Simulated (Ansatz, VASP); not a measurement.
**Sc2GeSe in VASP and in Ansatz**

```
Sc Ge Se
1.0
     3.92829    0.00000    0.00000
     0.00000    4.60496    0.00000
     0.00000    0.00000    5.17947
Sc Ge Se
2 1 1
Direct
  0.00000 0.00000 0.00000
  0.50000 0.50000 0.00000
  0.00000 0.00000 0.50000
  0.00000 0.50000 0.00000
```

Alike in both runs: task relaxation of cell and atoms; functional PBE; k mesh 4 × 4 × 4; occupations gaussian, width 0.1 eV; no spin polarisation.

```csv
,VASP,Ansatz
version,VASP 6.6.1,Ansatz 0.2.0
potentials or method,"VASP PAW PBE potentials, release 64 (Sc_sv, Ge_d, Se), cutoff 600 eV","scalar-relativistic, plane waves, PAW"
valence electrons in the cell,42,52
```

VASP gave:

```
gap on the k mesh at the Fermi level, each at its own relaxed structure (eV)  : none
relaxed volume (Å³/atom)                                                      : 34.37
relaxed length of the cell vector where the two differ most in proportion (Å) : 5.153
```

Question: What did Ansatz give for the same quantities?

Answer: gap on the k mesh at the Fermi level, each at its own relaxed structure (eV): none; relaxed volume (Å³/atom): 34.35; relaxed length of the cell vector where the two differ most in proportion (Å): 5.150.

A gap of «none» marks a metal or a gap that the smearing closes. VASP's potentials hold 42 valence electrons a cell and Ansatz's 52, so a difference there can come from the potentials and not from the codes.

The k mesh is coarse, so the values compare programs but aren't converged. Noted on VASP's run: the volume moved by over 15 % at a fixed basis, so the end points are rough.
